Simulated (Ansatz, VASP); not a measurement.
## One calculation of BiRu, two programs

```xyz
2
Lattice="0.0000 2.7747 2.7747 2.7747 0.0000 2.7747 2.7747 2.7747 0.0000" Properties=species:S:1:pos:R:3 pbc="T T T"
Ru    0.0000    0.0000    0.0000
Bi    2.7747    2.7747    2.7747
```

Alike in both runs: task single point; functional PBE; k mesh 10 × 10 × 10; occupations fermi-dirac, width 0.05 eV; non-collinear spin, spin-orbit coupling.

|  | VASP | Ansatz |
| --- | --- | --- |
| version | VASP 6.6.1 | Ansatz 0.2.0 |
| potentials or method | VASP PAW PBE potentials, release 64 (Ru_pv, Bi_d), cutoff 520 eV | all-electron LAPW |

VASP gave:

- pressure (GPa): 0.5
- net moment per atom (μB): 0.00

Problem. Estimate Ansatz's values.

Solution. Pressure (GPa): 0.3; net moment per atom (μB): 0.00.

Ansatz ran all-electron here, and VASP with PAW potentials.
